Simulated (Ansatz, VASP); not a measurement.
**One calculation of CuO, two programs**

File INCAR:

```
SYSTEM = CuO
PREC = Accurate
ENCUT = 520
EDIFF = 1E-7
ISMEAR = -1
SIGMA = 0.05
LREAL = .FALSE.
LASPH = .TRUE.
NELM = 150
ALGO = Normal
ISIF = 2
LWAVE = .FALSE.
LCHARG = .FALSE.
LMAXMIX = 4
LDAU = .TRUE.
LDAUTYPE = 2
LDAUL = 2 -1
LDAUU = 1 0
LDAUJ = 0 0
LDAUPRINT = 1
GGA = PE
NBANDS = 25
```

Contents of KPOINTS:

```
regular mesh
0
G
  9 9 5
  0 0 0
```

Contents of POSCAR:

```
CuO
1.0
    3.2880244300      0.0000000000      0.0000000000
   -1.6440122100      2.8475126800      0.0000000000
    0.0000000000      0.0000000000      5.3850248600
Cu O
2 2
Direct
    0.6666666667      0.3333333333      0.0000000000
    0.3333333333      0.6666666667      0.5000000000
    0.6666666667      0.3333333333      0.6252000000
    0.3333333333      0.6666666667      0.1252000000
```

input.yaml

```yaml
crystal:
  lattice:
    - [3.28802443, 0.0, 0.0]
    - [-1.64401221, 2.84751268, 0.0]
    - [0.0, 0.0, 5.38502486]
  atoms:
    - { symbol: Cu, position: [0.6666666667, 0.3333333333, 0.0] }
    - { symbol: Cu, position: [0.3333333333, 0.6666666667, 0.5] }
    - { symbol: O, position: [0.6666666667, 0.3333333333, 0.6252] }
    - { symbol: O, position: [0.3333333333, 0.6666666667, 0.1252] }
hamiltonian:
  xc: pbe
  pseudopotentials: { kind: paw }
  hubbard: { sites: [{ species: Cu, l: d, u_eff: 1.0 }] }
kpoints:
  mp_grid: { grid: [9, 9, 5] }
  band_path:
    path:
      - [[0.0, 0.0, 0.0], [0.5, 0.0, 0.0], [0.3333333333, 0.3333333333, 0.0], [0.0, 0.0, 0.0], [0.0, 0.0, 0.5], [0.5, 0.0, 0.5], [0.3333333333, 0.3333333333, 0.5], [0.0, 0.0, 0.5]]
      - [[0.5, 0.0, 0.5], [0.5, 0.0, 0.0]]
      - [[0.3333333333, 0.3333333333, 0.0], [0.3333333333, 0.3333333333, 0.5]]
    npoints: 14
scf:
  occupations: { method: fermi_dirac, width: 0.05 }
  n_extra_bands: 10
output:
  forces: true
  stress: true
  eigenvalues: true
  fatbands: false
  write_density: true
  write_potential: true
  elf: true
  volumetric_format: npy
```

Alike in both runs: functional PBE; k mesh 9 × 9 × 5; occupations fermi-dirac, width 0.05 eV; no spin polarisation; Hubbard terms Cu d U = 1.0 eV.

```csv
,VASP,Ansatz
version,VASP 6.6.1,Ansatz 0.2.0
potentials or method,"VASP PAW PBE potentials, release 64 (Cu, O)",Ansatz PAW
plane-wave cutoff (eV),520,420
valence electrons in the cell,34,50
task,single point,band structure
```

Ansatz gave:

- gap on the k mesh at the Fermi level (eV): none
- pressure (GPa): -8.7
- traceless stress, the component that is largest in VASP (GPa): 1.02
- rms of the force components (eV/Å): 0.042

**Question.** Which values does VASP return?

**Answer.** gap on the k mesh at the Fermi level (eV): none; pressure (GPa): -9.0; traceless stress, the component that is largest in VASP (GPa): 0.94; rms of the force components (eV/Å): 0.038.

The programs project onto different local orbitals, so the same U acts differently, and such runs can settle in different states. Atom by atom the forces differ by 0.004 eV/Å (rms over components). A gap of «none» marks a metal or a gap that the smearing closes. VASP's potentials hold 34 valence electrons a cell and Ansatz's 50, so a difference there can come from the potentials and not from the codes.
